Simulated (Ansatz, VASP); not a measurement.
# Nb: VASP beside Ansatz

```xyz
1
Lattice="-1.6640 1.6640 1.6640 1.6640 -1.6640 1.6640 1.6640 1.6640 -1.6640" Properties=species:S:1:pos:R:3 pbc="T T T"
Nb    0.0000    0.0000    0.0000
```

Alike in both runs: functional PBE; k mesh 8 × 8 × 8; occupations fermi-dirac, width 0.05 eV; non-collinear spin, spin-orbit coupling.

|  | VASP | Ansatz |
| --- | --- | --- |
| version | VASP 6.6.1 | Ansatz 0.2.0 |
| potentials or method | VASP PAW PBE potentials, release 64 (Nb_sv) | Ansatz PAW |
| plane-wave cutoff (eV) | 500 | 420 |
| valence electrons in the cell | 13 | 13 |
| task | single point | band structure |

|  | VASP | Ansatz | Ansatz less VASP |
| --- | --- | --- | --- |
| pressure (GPa) | -2.7 | -2.3 | +0.41 |
| net moment per atom (μB) | 0.00 | 0.00 | 0.000 |

The functional is the same, so the differences come from potentials, cutoffs and numerics.
